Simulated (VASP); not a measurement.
## PbS (Galena): single point with LDA

The system is PbS (Galena).

```
Pb S
1.0
     0.00000    2.84576    2.84576
     2.84576    0.00000    2.84576
     2.84576    2.84576    0.00000
Pb S
1 1
Direct
  0.00000 0.00000 0.00000
  0.50000 0.50000 0.50000
```

| Property | Result |
| --- | --- |
| Program | VASP 6.6.1 |
| Task | single point |
| Functional | LDA |
| Potentials or basis | VASP PAW LDA potentials, release 64 (Pb_d, S) |
| Cutoff | 520 eV |
| k mesh | 7 × 7 × 7 |
| Occupations | gaussian, width 0.01 eV |
| Spin | no spin polarisation |

```
Pressure : 6.1 GPa
```

Levels at points of the mesh, in eV from the Fermi level:
```
           k point  band 6  band 7  band 8  band 9  band 10  band 11  band 12  band 13  band 14  band 15
(0.00, 0.00, 0.00)  -14.49   -5.54   -2.52   -2.52    -2.52     5.73     5.73     5.73     6.61     6.61
```

Wall time 12 s on 1 thread of Intel(R) Xeon(R) Platinum 8259CL CPU @ 2.50GHz (Skylake/Cascade Lake), on a shared host, peak memory 0.15 GiB.

Caveat: this odd mesh misses L, where the gap lies, so gap, dielectric constants and Born charges aren't listed; spin-orbit coupling is left out, which moves the levels of the heavy elements.
